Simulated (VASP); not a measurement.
# MgB2 (P3m1) in VASP: a series of runs

Runs on MgB2. Level: PBE. Tasks: single point.

Program: VASP 6.6.1. These are calculated values, not measurements. Logs are shortened: lines on timing, memory, paths and dates and some standing lists are left out, and cuts for length are marked.

**1. The cell of the first run**

The structure is trigonal, space group P3m1 (No. 156). The conventional cell has a = 3.085 Å, b = 3.085 Å, c = 3.523 Å, α = 90.00°, β = 90.00°, γ = 120.00°. Within 3.2 Å of Mg (site symmetry 3m) lie 12 B at 2.46 to 2.56 Å and 6 Mg at 3.08 to 3.09 Å. B (site symmetry 3m) has 3 B at 1.78 Å within 2.4 Å. Within 2.4 Å of B (site symmetry 3m) lie 3 B at 1.78 Å.

**2. Single point, PBE**

File INCAR:

```
SYSTEM = MgB2
  PREC = Accurate
  ENCUT = 600
  EDIFF = 1E-6
  ISMEAR = -1
  SIGMA = 0.05
  LREAL = .False.
  LASPH = .True.
  NELM = 120
  ALGO = Normal
  ISIF = 2
  LWAVE = .False.
  LCHARG = .False.
  GGA = PE
  NBANDS = 11
  GGA_COMPAT = .False.
```

File KPOINTS:

```
Automatic mesh
0
Gamma
  5 5 4
  0 0 0
```

File POSCAR:

```
MgB2
1.0
    3.0850000000      0.0000000000      0.0000000000
   -1.5425000000      2.6716900000      0.0000000000
    0.0000000000      0.0000000000      3.5230000000
Mg B
1 2
Direct
    0.0000000000      0.0000000000      0.0000000000
    0.3333333333      0.6666666667      0.5200000000
    0.6666666667      0.3333333333      0.5000000000
```

Potentials or basis: VASP PAW PBE potentials, release 64 (Mg, B).

Launch:

```
$ cat potpaw_PBE.64/Mg/POTCAR potpaw_PBE.64/B/POTCAR > POTCAR
$ mpirun -np 1 vasp_std > vasp.out
```

OUTCAR:

```text
SYSTEM = MgB2
   PREC = Accurate
   ENCUT = 600
   EDIFF = 1E-6
   ISMEAR = -1
   LREAL = .False.
   LASPH = .True.
   NELM = 120
   ISIF = 2
   GGA = PE

 ion  position               nearest neighbor table
   1  0.000  0.000  0.000-   2 2.46   2 2.46   2 2.46   3 2.51   3 2.51   3 2.51   3 2.51   3 2.51
                             3 2.51   2 2.56   2 2.56   2 2.56
   2  0.333  0.667  0.520-   3 1.78   3 1.78   3 1.78   1 2.46   1 2.46   1 2.46   1 2.56   1 2.56
                             1 2.56
   3  0.667  0.333  0.500-   2 1.78   2 1.78   2 1.78   1 2.51   1 2.51   1 2.51   1 2.51   1 2.51
                             1 2.51

  LATTYP: Found a hexagonal cell.
 ALAT       =     3.0850000000
 C/A-ratio  =     1.1419773096

  Lattice vectors:

 A1 = (   3.0850000000,   0.0000000000,   0.0000000000)
 A2 = (  -1.5425000000,   2.6716900000,   0.0000000000)
 A3 = (   0.0000000000,   0.0000000000,   3.5230000000)

Analysis of symmetry for initial positions (statically):
=====================================================================
 Subroutine PRICEL returns:
 Original cell was already a primitive cell.

 Routine SETGRP: Setting up the symmetry group for a
 hexagonal supercell.

 Subroutine GETGRP returns: Found  6 space group operations
 (whereof  6 operations were pure point group operations)
 out of a pool of 24 trial point group operations.

The static configuration has the point symmetry C_3v.

Analysis of symmetry for dynamics (positions and initial velocities):
=====================================================================
 Subroutine PRICEL returns:
 Original cell was already a primitive cell.

 Routine SETGRP: Setting up the symmetry group for a
 hexagonal supercell.

 Subroutine GETGRP returns: Found  6 space group operations
 (whereof  6 operations were pure point group operations)
 out of a pool of 24 trial point group operations.

The dynamic configuration has the point symmetry C_3v.

 Subroutine INISYM returns: Found  6 space group operations
 (whereof  6 operations are pure point group operations),
 and found     1 'primitive' translations

----------------------------------------------------------------------------------------

                                     Primitive cell

  volume of cell :      29.0371

  direct lattice vectors                    reciprocal lattice vectors
     3.085000000  0.000000000  0.000000000     0.324149109  0.187147461  0.000000000
    -1.542500000  2.671690000  0.000000000     0.000000000  0.374294922  0.000000000
     0.000000000  0.000000000  3.523000000     0.000000000  0.000000000  0.283848992

  length of vectors
     3.085000000  3.085001411  3.523000000     0.374295093  0.374294922  0.283848992

  position of ions in fractional coordinates (direct lattice)
     0.000000000  0.000000000  0.000000000
     0.333333333  0.666666667  0.520000000
     0.666666667  0.333333333  0.500000000

  ion indices of the primitive-cell ions
   primitive index   ion index
                 1           1
                 2           2
                 3           3

----------------------------------------------------------------------------------------

 KPOINTS: Automatic mesh

Automatic generation of k-mesh.
 Grid dimensions read from file:
 generate k-points for:    5    5    4

 Generating k-lattice:

  Cartesian coordinates                     Fractional coordinates (reciprocal lattice)
     0.064829822  0.037429492  0.000000000     0.200000000  0.000000000  0.000000000
     0.000000000  0.074858984  0.000000000     0.000000000  0.200000000  0.000000000
     0.000000000  0.000000000  0.070962248     0.000000000  0.000000000  0.250000000

  Length of vectors
     0.074859019  0.074858984  0.070962248

  Shift w.r.t. Gamma in fractional coordinates (k-lattice)
     0.000000000  0.000000000  0.000000000

 Subroutine IBZKPT returns following result:
 ===========================================

 Found     17 irreducible k-points:

 Following reciprocal coordinates:
            Coordinates               Weight
  0.000000  0.000000  0.000000      1.000000
  0.200000  0.000000  0.000000      6.000000
  0.400000  0.000000  0.000000      6.000000
  0.200000  0.200000  0.000000      6.000000
  0.400000  0.200000  0.000000      6.000000
  0.000000  0.000000  0.250000      2.000000
[... 9 lines left out ...]
  0.200000  0.200000  0.500000      6.000000
  0.400000  0.200000  0.500000      6.000000
   k-points           NKPTS =     17   k-points in BZ     NKDIM =     17   number of bands    NBANDS=     11
   number of dos      NEDOS =    301   number of ions     NIONS =      3
   total plane-waves  NPLWV =  21952
   dimension x,y,z NGX =    28 NGY =   28 NGZ =   28
   dimension x,y,z NGXF=    56 NGYF=   56 NGZF=   56
   ions per type =               1   2
   NGX,Y,Z   is equivalent  to a cutoff of  15.09, 15.09, 13.21 a.u.
   NGXF,Y,Z  is equivalent  to a cutoff of  30.18, 30.18, 26.43 a.u.
 SYSTEM =  MgB2
   PREC   = accura    normal or accurate (medium, high low for compatibility)
   ISTART =      0    job   : 0-new  1-cont  2-samecut
   ICHARG =      2    charge: 1-file 2-atom 10-const
   ISPIN  =      1    spin polarized calculation?
   LNONCOLLINEAR =      F non collinear calculations
   LSORBIT =      F    spin-orbit coupling
   LASPH  =      T    aspherical Exc in radial PAW
   ENCUT  =  600.0 eV  44.10 Ry    6.64 a.u.   6.16  6.16  7.04*2*pi/ulx,y,z
   NELM   =    120;   NELMIN=  2; NELMDL= -5     # of ELM steps
   EDIFF  = 0.1E-05   stopping-criterion for ELM
   LREAL  =      F    real-space projection
   EDIFFG = 0.1E-04   stopping-criterion for IOM
   NSW    =      0    number of steps for IOM
   IBRION =     -1    ionic relax: 0-MD 1-quasi-New 2-CG
   NFREE  =      0    steps in history (QN), initial steepest desc. (CG)
   ISIF   =      2    stress and relaxation
   ISYM   =      2    0-nonsym 1-usesym 2-fastsym
   POTIM  = 0.5000    time-step for ionic-motion
   TEBEG  =    0.0;   TEEND  =   0.0 temperature during run
   PSTRESS=    0.0 pullay stress
   NELECT =       8.0000    total number of electrons
   NUPDOWN=      -1.0000    fix difference up-down
   EMIN   =  10.00;   EMAX   =-10.00  energy-range for DOS
   EFERMI =   0.00;   METHOD = LEGACY
   ISMEAR =    -1;   SIGMA  =   0.05  broadening in eV -4-tet -1-fermi 0-gaus
   EFERMI_NEDOS =   21; number of points for ismear=-14 and -15
   IALGO  =     38    algorithm
   IMIX   =      4    mixing-type and parameters
     AMIX     =   0.40;   BMIX     =  1.00
     AMIX_MAG =   1.60;   BMIX_MAG =  1.00
  volume/ion in A,a.u.               =       9.68        65.32
  Fermi-wavevector in a.u.,A,eV,Ry     =   1.065255  2.013040 15.439456  1.134768
  Thomas-Fermi vector in A             =   2.200800
   LORBIT       =      0    0 simple, 1 ext, 2 COOP (PROOUT), +10 PAW based schemes
   GGA     = PE    functional components
   LHFCALC =     F    Hartree Fock is set to
   AEXX    =    0.0000 exact exchange contribution
   IVDW    =     0    specifies the selected vdW correction
   LEPSILON=     F    determine dielectric tensor
   LRPA    =     F    only Hartree local field effects (RPA)
 non-spin polarized calculation
  energy-cutoff  :      600.00
  volume of cell :       29.04
 maximum number of plane-waves:       986
 NGX is ok and might be reduce to    28
   NGX = 13   NGY = 13   NGZ = 15

 number of electron       8.0000000 magnetization

 Free energy of the ion-electron system (eV)
  ---------------------------------------------------
  ext. energy  EPLUGINS =         0.00000000
  ---------------------------------------------------
  free energy    TOTEN  =       -15.30756605 eV

  energy without entropy =      -15.30178519  energy(sigma->0) =      -15.30467562

 E-fermi :   5.4644     XC(G=0): -10.9116

 val. band max:        5.1634310881   @ k =   0.4000   0.0000   0.5000
 cond. band min:       5.5472072298   @ k =   0.4000   0.2000   0.2500
 fundamental gap:      0.3837761417
 Fermi energy:         5.4643579907

 k-point     1 :       0.0000    0.0000    0.0000
  band No.  band energies     occupation
      1      -7.1564      2.00000
      2       2.3319      2.00000
      3       5.6186      0.08749
      4       5.6186      0.08748
      5       6.8857      0.00000
      6      11.5454      0.00000
      7      11.5454      0.00000
      8      13.3298      0.00000
      9      15.2212      0.00000
     10      17.9146      0.00000
     11      21.4145      0.00000

 k-point     2 :       0.2000    0.0000    0.0000
  band No.  band energies     occupation
      1      -6.4656      2.00000
      2       2.9059      2.00000
      3       3.0033      2.00000
      4       4.4406      2.00000
      5       7.5103      0.00000
      6      10.8651      0.00000
      7      13.0665      0.00000
      8      14.0907      0.00000
      9      14.4738      0.00000
     10      19.4175      0.00000
     11      19.9149      0.00000

 k-point     3 :       0.4000    0.0000    0.0000
  band No.  band energies     occupation
      1      -4.4494      2.00000
      2      -1.1216      2.00000
      3       3.2499      2.00000
      4       4.8161      2.00000
      5       8.7903      0.00000
      6       9.3721      0.00000
      7      10.3080      0.00000
      8      13.1282      0.00000
      9      18.0146      0.00000
     10      18.4093      0.00000
     11      19.3348      0.00000
[... 169 lines left out ...]
 k-point    16 :       0.2000    0.2000    0.5000
  band No.  band energies     occupation
      1      -4.0135      2.00000
      2       0.1319      2.00000
      3       1.4967      2.00000
      4       2.3925      2.00000
      5       6.6857      0.00000
      6      11.3431      0.00000
      7      13.5795      0.00000
      8      14.8667      0.00000
      9      17.1847      0.00000
     10      19.0148      0.00000
     11      20.4641      0.00000

 k-point    17 :       0.4000    0.2000    0.5000
  band No.  band energies     occupation
      1      -1.8750      2.00000
      2      -1.2556      2.00000
      3       1.4388      2.00000
      4       2.2598      2.00000
      5       3.9575      2.00000
      6       9.8229      0.00000
      7      13.7666      0.00000
      8      18.5178      0.00000
      9      18.6361      0.00000
     10      18.7520      0.00000
     11      19.0345      0.00000

------------------------ aborting loop because EDIFF is reached ----------------------------------------

  FORCE on cell =-STRESS in cart. coord.  units (eV):
  Direction    XX          YY          ZZ          XY          YZ          ZX
  --------------------------------------------------------------------------------------
  -------------------------------------------------------------------------------------
  Total       -0.2753356     -0.2753359     -0.2196276      0.0000000      0.0000000      0.0000000
  in kB      -15.1921438    -15.1921624    -12.1183515      0.0000000      0.0000000      0.0000000
  external PRESSURE =     -14.1675526 kB  Pullay stress =       0.0000000 kB

 VOLUME and BASIS-vectors are now :
 -----------------------------------------------------------------------------
  energy-cutoff  :      600.00
  volume of cell :       29.04
      direct lattice vectors                 reciprocal lattice vectors
     3.085000000  0.000000000  0.000000000     0.324149109  0.187147461  0.000000000
    -1.542500000  2.671690000  0.000000000     0.000000000  0.374294922  0.000000000
     0.000000000  0.000000000  3.523000000     0.000000000  0.000000000  0.283848992

 POSITION                                       TOTAL-FORCE (eV/Angst)
 -----------------------------------------------------------------------------------
      0.00000      0.00000      0.00000         0.000000     -0.000000      0.233694
     -0.00000      1.78113      1.83196        -0.000000     -0.000000     -0.780017
      1.54250      0.89056      1.76150        -0.000000      0.000000      0.546323
 -----------------------------------------------------------------------------------
    total drift:                               -0.000000     -0.000000     -0.000041

  FREE ENERGIE OF THE ION-ELECTRON SYSTEM (eV)
  ---------------------------------------------------
  free  energy   TOTEN  =       -15.3075660484 eV

  energy  without entropy=      -15.3017851906  energy(sigma->0) =      -15.30467562
```

Run time: 7.6 s. Hardware: 1 thread of Intel Xeon 6975P-C, shared host; peak memory 0.16 GiB.

Results:

* Free energy: -15.3076 eV
* Pressure: -1.4 GPa
* Largest force: 0.780 eV/Å
* Band gap on the k mesh: zero (band 4 reaches 6.04 eV, above the bottom of band 5 at 3.96 eV)

Forces in eV/Å, atoms in the order of the input:
```
Mg   0.000  0.000  0.234
B    0.000  0.000 -0.780
B    0.000  0.000  0.546
```

Stress tensor (GPa, compression positive):
```
-1.52  0.00  0.00
 0.00 -1.52  0.00
 0.00  0.00 -1.21
```

Caveat: the k points lie up to 0.47 Å⁻¹ apart.

**3. Single point, PBE**

File INCAR:

```
SYSTEM = MgB2
  ALGO = Normal
  EDIFF = 1E-6
  ENCUT = 600
  GGA = PE
  GGA_COMPAT = .FALSE.
  ISIF = 2
  ISMEAR = -1
  LASPH = .TRUE.
  LCHARG = .TRUE.
  LELF = .TRUE.
  LREAL = .FALSE.
  LVHAR = .TRUE.
  LWAVE = .FALSE.
  NBANDS = 11
  NELM = 120
  PREC = Accurate
  SIGMA = 0.05
```

File KPOINTS:

```
k-points
0
G
  5 5 4
  0 0 0
```

POSCAR, as its differences from that of step 2:

```diff
@@ -9,3 +9,3 @@
     0.0000000000      0.0000000000      0.0000000000
-    0.3333333333      0.6666666667      0.5200000000
+    0.3333333333      0.6666666667      0.5300000000
     0.6666666667      0.3333333333      0.5000000000
```

Potentials or basis: VASP PAW PBE potentials, release 64 (Mg, B).

Launch:

```
$ cat potpaw_PBE.64/Mg/POTCAR potpaw_PBE.64/B/POTCAR > POTCAR
$ mpirun -np 1 vasp_std > vasp.out
```

Wall time 9.6 s (1 thread of Intel Xeon 6975P-C, shared host); peak memory 0.16 GiB.

It converged, with:

* Free energy: -15.2732 eV
* Pressure: -1.2 GPa
* Largest force: 1.171 eV/Å
* Band gap on the k mesh: zero (band 4 reaches 6.03 eV, above the bottom of band 5 at 3.95 eV)

Forces in eV/Å, atoms in the order of the input:
```
Mg   0.000  0.000  0.352
B    0.000  0.000 -1.171
B    0.000  0.000  0.820
```

Levels at points of the mesh, in eV from the Fermi level:
| k point | band 1 | band 2 | band 3 | band 4 | band 5 | band 6 | band 7 | band 8 | band 9 |
| --- | --- | --- | --- | --- | --- | --- | --- | --- | --- |
| (0.00, 0.00, 0.00) | -12.61 | -3.11 | 0.18 | 0.18 | 1.39 | 6.09 | 6.09 | 7.88 | 9.81 |
| (0.00, 0.00, 0.50) | -11.34 | -7.61 | 0.55 | 0.55 | 6.41 | 6.41 | 7.64 | 9.51 | 9.96 |

Caveat: the k points lie up to 0.47 Å⁻¹ apart; forces of over 1 eV/Å act on the atoms, so gaps and moduli don't describe the material at rest.
